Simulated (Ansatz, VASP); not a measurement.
**One calculation of ZnO, two programs**

```xyz
4
Lattice="3.2309 0.0000 0.0000 -1.6155 2.7980 0.0000 0.0000 0.0000 5.2156" Properties=species:S:1:pos:R:3 pbc="T T T"
Zn    0.0000    1.8654   -0.2288
Zn    1.6155    0.9327    2.3790
O     0.0000    1.8654    2.2212
O     1.6155    0.9327    4.8290
```

Change from the starting cell: polar distortion scaled by 0.25.

Alike in both runs: task single point; functional LDA; k mesh 9 × 9 × 6; no spin polarisation.

```csv
,VASP,Ansatz
version,VASP 6.6.1,Ansatz 0.2.0
potentials or method,"VASP PAW LDA potentials, release 64 (Zn, O), cutoff 520 eV","scalar-relativistic, plane waves, PAW"
occupations,"gaussian, width 0.01 eV",fixed
valence electrons in the cell,36,36
```

```csv
,VASP,Ansatz,Ansatz less VASP
gap on the k mesh at the Fermi level (eV),0.88,0.85,-0.023
least direct gap on the mesh (eV),0.88,0.85,-0.023
pressure (GPa),1.8,0.5,-1.35
"traceless stress, the component that is largest in VASP (GPa)",-9.47,-8.35,+1.120
rms of the force components (eV/Å),0.209,0.198,-0.0110
```

Ansatz warns that its potentials were made for another functional, while VASP's fit it. LDA's correlation is that of Perdew and Zunger in VASP and of Perdew and Wang (1992) in Ansatz. Atom by atom the forces differ by 0.011 eV/Å (rms over components).
